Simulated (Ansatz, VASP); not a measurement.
# Two plane-wave programs on WS3

```
CELL_PARAMETERS angstrom
9.85005 0.00000 0.00000
-4.92503 8.53039 0.00000
0.00000 0.00000 2.94633
ATOMIC_POSITIONS crystal
W 0.66667 0.33333 0.71226
W 0.33333 0.66667 0.21226
S 0.72369 0.17811 0.26255
S 0.82189 0.54557 0.26255
S 0.45443 0.27631 0.26255
S 0.27631 0.82189 0.76255
S 0.17811 0.45443 0.76255
S 0.54557 0.72369 0.76255
```

Change from the starting cell: the structure that the rattled cell fell into.

Alike in both runs: functional PBE; k mesh 3 × 3 × 10; occupations gaussian, width 0.02 eV; no spin polarisation.

Ansatz relaxed the structure, and its values are those at the end. VASP's run is a single point on that final structure, the one shown.

```csv
,VASP,Ansatz
version,VASP 6.6.1,Ansatz 0.2.0
potentials or method,"VASP PAW PBE potentials, release 64 (W_sv, S), cutoff 520 eV","scalar-relativistic, plane waves, PAW"
valence electrons in the cell,64,64
```

```tsv
	VASP	Ansatz	Ansatz less VASP
gap on the k mesh at the Fermi level (eV)	0.84	0.82	-0.017
least direct gap on the mesh (eV)	0.87	0.86	-0.010
pressure (GPa)	0.0	0.0	+0.05
rms of the force components (eV/Å)	0.006	0.002	-0.0046
```

Ansatz's warnings: xc potential rough in thin density.

Spin-orbit coupling is off throughout.
